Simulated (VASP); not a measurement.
# MnO in VASP: further runs

Runs on MnO. Level: LDA. Tasks: electric field gradients.

All numbers are computed with VASP 6.6.1; they aren't measurements. Logs are shortened: lines on timing, memory, paths and dates and some standing lists are left out, and cuts for length are marked.

### Step 1. The cell of the first run

Symmetry: R-3m, No. 166, trigonal system. Conventional cell: a = 3.174 Å, b = 3.174 Å, c = 7.543 Å, α = 90.00°, β = 90.00°, γ = 120.00°. Mn (site symmetry -3m) has 6 O at 2.22 Å within 2.9 Å. Within 2.9 Å of O (site symmetry -3m) lie 6 Mn at 2.22 Å.

### Step 2. Electric field gradients, LDA, collinear spin, ferromagnetic start (equal xy, yz and zx shear strains of -2 %)

Contents of INCAR:

```
SYSTEM = MnO
ALGO     = Normal         ! electronic algorithm
EDIFF    = 1E-8           ! SCF threshold, eV
ENCUT    = 520            ! plane-wave cutoff, eV
ISIF     = 2              ! what is computed and relaxed
ISMEAR   = -1             ! smearing method
ISPIN    = 2              ! spin polarisation
LASPH    = .TRUE.         ! aspherical terms in the spheres
LCHARG   = .FALSE.        ! write CHGCAR
LEFG     = .TRUE.       
LMAXMIX  = 4              ! l up to which the mixer works
LORBIT   = 11             ! projections on sites
LREAL    = .FALSE.        ! projectors in reciprocal space
LWAVE    = .FALSE.        ! write WAVECAR
MAGMOM   = 4 0            ! initial moments
NBANDS   = 20             ! bands
NELM     = 150            ! most SCF steps
PREC     = Accurate       ! precision mode
SIGMA    = 0.05           ! smearing width, eV
```

Contents of KPOINTS:

```
k-points
0
G
  16 16 16
  0 0 0
```

Contents of POSCAR:

```
MnO
1.0
   -0.0444400000      2.1997800000      2.1997800000
    2.1997800000     -0.0444400000      2.1997800000
    2.1997800000      2.1997800000     -0.0444400000
Mn O
1 1
Direct
    0.0000000000      0.0000000000      0.0000000000
    0.5000000000      0.5000000000      0.5000000000
```

Potentials or basis: VASP PAW LDA potentials, release 64 (Mn_pv, O).

On the command line:

```bash
$ cat potpaw_LDA.64/Mn_pv/POTCAR potpaw_LDA.64/O/POTCAR > POTCAR
$ mpirun -np 1 vasp_std > vasp.out
```

OUTCAR:

```text
SYSTEM = MnO
   EDIFF = 1E-8
   ENCUT = 520
   ISIF = 2
   ISMEAR = -1
   ISPIN = 2
   LASPH = .TRUE.
   LORBIT = 11
   LREAL = .FALSE.
   NELM = 150
   PREC = Accurate

 ion  position               nearest neighbor table
   1  0.000  0.000  0.000-   2 2.22   2 2.22   2 2.22   2 2.22   2 2.22   2 2.22
   2  0.500  0.500  0.500-   1 2.22   1 2.22   1 2.22   1 2.22   1 2.22   1 2.22

  LATTYP: Found a trigonal (rhomboedric) cell.
 ALAT       =     3.1112761064
 COS(alpha) =     0.4797000918

  Lattice vectors:

 A1 = (  -0.0444400000,   2.1997800000,   2.1997800000)
 A2 = (   2.1997800000,  -0.0444400000,   2.1997800000)
 A3 = (   2.1997800000,   2.1997800000,  -0.0444400000)

Analysis of symmetry for initial positions (statically):
=====================================================================
 Subroutine PRICEL returns:
 Original cell was already a primitive cell.

 Routine SETGRP: Setting up the symmetry group for a
 trigonal (rhombohedral) supercell.

 Subroutine GETGRP returns: Found 12 space group operations
 (whereof 12 operations were pure point group operations)
 out of a pool of 12 trial point group operations.

The static configuration has the point symmetry D_3d.

Analysis of symmetry for dynamics (positions and initial velocities):
=====================================================================
 Subroutine PRICEL returns:
 Original cell was already a primitive cell.

 Routine SETGRP: Setting up the symmetry group for a
 trigonal (rhombohedral) supercell.

 Subroutine GETGRP returns: Found 12 space group operations
 (whereof 12 operations were pure point group operations)
 out of a pool of 12 trial point group operations.

The dynamic configuration has the point symmetry D_3d.

Analysis of structural, dynamic, and magnetic symmetry:
=====================================================================
 Subroutine PRICEL returns:
 Original cell was already a primitive cell.

 Routine SETGRP: Setting up the symmetry group for a
 trigonal (rhombohedral) supercell.

 Subroutine GETGRP returns: Found 12 space group operations
 (whereof 12 operations were pure point group operations)
 out of a pool of 12 trial point group operations.

The overall configuration has the point symmetry D_3d.

 Subroutine INISYM returns: Found 12 space group operations
 (whereof 12 operations are pure point group operations),
 and found     1 'primitive' translations

----------------------------------------------------------------------------------------

                                     Primitive cell

  volume of cell :      21.9347

  direct lattice vectors                    reciprocal lattice vectors
    -0.044440000  2.199780000  2.199780000    -0.220521143  0.225067971  0.225067971
     2.199780000 -0.044440000  2.199780000     0.225067971 -0.220521143  0.225067971
     2.199780000  2.199780000 -0.044440000     0.225067971  0.225067971 -0.220521143

  length of vectors
     3.111276106  3.111276106  3.111276106     0.387221845  0.387221845  0.387221845

  position of ions in fractional coordinates (direct lattice)
     0.000000000  0.000000000  0.000000000
     0.500000000  0.500000000  0.500000000

  ion indices of the primitive-cell ions
   primitive index   ion index
                 1           1
                 2           2

----------------------------------------------------------------------------------------

 KPOINTS: k-points

Automatic generation of k-mesh.
 Grid dimensions read from file:
 generate k-points for:   16   16   16

 Generating k-lattice:

  Cartesian coordinates                     Fractional coordinates (reciprocal lattice)
[... 58 lines left out ...]
   ENCUT  =  520.0 eV  38.22 Ry    6.18 a.u.   5.78  5.78  5.78*2*pi/ulx,y,z
   NELM   =    150;   NELMIN=  2; NELMDL= -5     # of ELM steps
   EDIFF  = 0.1E-07   stopping-criterion for ELM
   LREAL  =      F    real-space projection
   EDIFFG = 0.1E-06   stopping-criterion for IOM
   NSW    =      0    number of steps for IOM
   IBRION =     -1    ionic relax: 0-MD 1-quasi-New 2-CG
   NFREE  =      0    steps in history (QN), initial steepest desc. (CG)
   ISIF   =      2    stress and relaxation
   ISYM   =      2    0-nonsym 1-usesym 2-fastsym
   POTIM  = 0.5000    time-step for ionic-motion
   TEBEG  =    0.0;   TEEND  =   0.0 temperature during run
   PSTRESS=    0.0 pullay stress
   NELECT =      19.0000    total number of electrons
   NUPDOWN=      -1.0000    fix difference up-down
   EMIN   =  10.00;   EMAX   =-10.00  energy-range for DOS
   EFERMI =   0.00;   METHOD = LEGACY
   ISMEAR =    -1;   SIGMA  =   0.05  broadening in eV -4-tet -1-fermi 0-gaus
   EFERMI_NEDOS =   21; number of points for ismear=-14 and -15
   IALGO  =     38    algorithm
   IMIX   =      4    mixing-type and parameters
     AMIX     =   0.40;   BMIX     =  1.00
     AMIX_MAG =   1.60;   BMIX_MAG =  1.00
  volume/ion in A,a.u.               =      10.97        74.01
  Fermi-wavevector in a.u.,A,eV,Ry     =   1.560567  2.949044 33.135204  2.435369
  Thomas-Fermi vector in A             =   2.663760
   LORBIT       =     11    0 simple, 1 ext, 2 COOP (PROOUT), +10 PAW based schemes
   GGA     = CA    functional components
   LHFCALC =     F    Hartree Fock is set to
   AEXX    =    0.0000 exact exchange contribution
   IVDW    =     0    specifies the selected vdW correction
   LEPSILON=     F    determine dielectric tensor
   LRPA    =     F    only Hartree local field effects (RPA)
 spin polarized calculation
  energy-cutoff  :      520.00
  volume of cell :       21.93
 maximum number of plane-waves:       602
   NGX = 11   NGY = 11   NGZ = 11

 number of electron      18.9999988 magnetization       4.5372754

 Free energy of the ion-electron system (eV)
  ---------------------------------------------------
  ext. energy  EPLUGINS =         0.00000000
  ---------------------------------------------------
  free energy    TOTEN  =       -17.59008386 eV

  energy without entropy =      -17.58061988  energy(sigma->0) =      -17.58535187

 E-fermi :   7.1961     XC(G=0): -12.3988

 val. band max:        7.1924408795   @ k =  -0.1250  -0.1875   0.0625
 cond. band min:       7.2000845039   @ k =   0.4375   0.2500   0.0625
 fundamental gap:      0.0076436243
 Fermi energy:         7.1960754506

 spin component 1

 k-point     1 :       0.0000    0.0000    0.0000
  band No.  band energies     occupation
      1     -42.5159      1.00000
      2     -42.5159      1.00000
      3     -42.5153      1.00000
      4     -12.8335      1.00000
      5       3.3222      1.00000
      6       3.3222      1.00000
[... 541 lines left out ...]
     19      26.9646      0.00000
     20      28.1771      0.00000

 [... further k-points ...]

 spin component 2

 k-point     1 :       0.0000    0.0000    0.0000
  band No.  band energies     occupation
      1     -38.4291      1.00000
      2     -38.4238      1.00000
      3     -38.4238      1.00000
      4     -12.3896      1.00000
      5       3.7419      1.00000
      6       3.7419      1.00000
[... 541 lines left out ...]
     19      28.5217      0.00000
     20      29.7910      0.00000

 [... further k-points ...]

------------------------ aborting loop because EDIFF is reached ----------------------------------------

  FORCE on cell =-STRESS in cart. coord.  units (eV):
  Direction    XX          YY          ZZ          XY          YZ          ZX
  --------------------------------------------------------------------------------------
  -------------------------------------------------------------------------------------
  Total       -2.3493820     -2.3493820     -2.3493820      0.1784850      0.1784850      0.1784850
  in kB     -171.6063010   -171.6063010   -171.6063010     13.0371101     13.0371101     13.0371101
  external PRESSURE =    -171.6063010 kB  Pullay stress =       0.0000000 kB

 VOLUME and BASIS-vectors are now :
 -----------------------------------------------------------------------------
  energy-cutoff  :      520.00
  volume of cell :       21.93
      direct lattice vectors                 reciprocal lattice vectors
    -0.044440000  2.199780000  2.199780000    -0.220521143  0.225067971  0.225067971
     2.199780000 -0.044440000  2.199780000     0.225067971 -0.220521143  0.225067971
     2.199780000  2.199780000 -0.044440000     0.225067971  0.225067971 -0.220521143

 POSITION                                       TOTAL-FORCE (eV/Angst)
 -----------------------------------------------------------------------------------
      0.00000      0.00000      0.00000         0.000000     -0.000000      0.000000
      2.17756      2.17756      2.17756        -0.000000      0.000000     -0.000000
 -----------------------------------------------------------------------------------
    total drift:                                0.000000     -0.000000     -0.000000

  FREE ENERGIE OF THE ION-ELECTRON SYSTEM (eV)
  ---------------------------------------------------
  free  energy   TOTEN  =       -17.5900838618 eV

  energy  without entropy=      -17.5806198788  energy(sigma->0) =      -17.58535187

 Electric field gradients (V/A^2)
---------------------------------------------------------------------
 ion       V_xx      V_yy      V_zz      V_xy      V_xz      V_yz
---------------------------------------------------------------------
   1       0.000    -0.000    -0.000     0.926     0.926     0.926
   2       0.000    -0.000     0.000    -3.676    -3.676    -3.676
---------------------------------------------------------------------

 Electric field gradients after diagonalization (V/A^2)
 (convention: |V_zz| > |V_xx| > |V_yy|)
----------------------------------------------------------------------
 ion       V_xx      V_yy      V_zz     asymmetry (V_yy - V_xx)/ V_zz
----------------------------------------------------------------------
   1      -0.926    -0.926     1.852       0.000
   2       3.676     3.676    -7.352       0.000
----------------------------------------------------------------------

           NMR quadrupolar parameters

 Cq : quadrupolar parameter    Cq=e*Q*V_zz/h
 eta: asymmetry parameters     (V_yy - V_xx)/ V_zz
 Q  : nuclear electric quadrupole moment in mb (millibarn)
----------------------------------------------------------------------
 ion       Cq(MHz)       eta       Q (mb)
----------------------------------------------------------------------
   1       0.004       0.000       1.000
   2      -0.018       0.000       1.000
----------------------------------------------------------------------

 total charge

# of ion       s       p       d       tot
------------------------------------------
    1        0.207   6.177   4.996  11.380
    2        1.550   3.376   0.000   4.926
--------------------------------------------------
tot          1.757   9.553   4.996  16.305

 magnetization (x)

# of ion       s       p       d       tot
------------------------------------------
    1        0.029   0.020   4.072   4.121
    2        0.029   0.156   0.000   0.185
--------------------------------------------------
tot          0.058   0.176   4.072   4.306
```

Run time: 3.4 min. Hardware: 1 thread of Intel Xeon Platinum 8259CL at 2.50GHz (Skylake/Cascade Lake), shared host; peak memory 0.35 GiB.

What came out:

- Free energy: -17.5901 eV
- Pressure: -17.2 GPa
- Net moment: 4.54 μB per cell
- Site moments: Mn +4.12; O +0.18 μB
- Valence electrons inside the program's atomic spheres: Mn 11.38; O 4.93

Stress tensor (GPa, compression positive):
```
-17.16   1.30   1.30
  1.30 -17.16   1.30
  1.30   1.30 -17.16
```

Electric field gradients, principal values (V/Å²):
```tsv
atom	least	middle	greatest (by size)
1 Mn	-0.926	-0.926	1.852
2 O	3.676	3.676	-7.352
```

Caveat: the cell differs from its parent crystal (equal xy, yz and zx shear strains of -2 %); without QUAD_EFG the Cq values of the log hold for a quadrupole moment of 1 mb, not for the nuclei; a cell with one magnetic atom can't hold antiferromagnetic order, which such compounds often take; semilocal functionals often make such compounds metallic where correlation or magnetic order opens a gap, which also shifts bond lengths.

(Continued in part 2 of 2.)
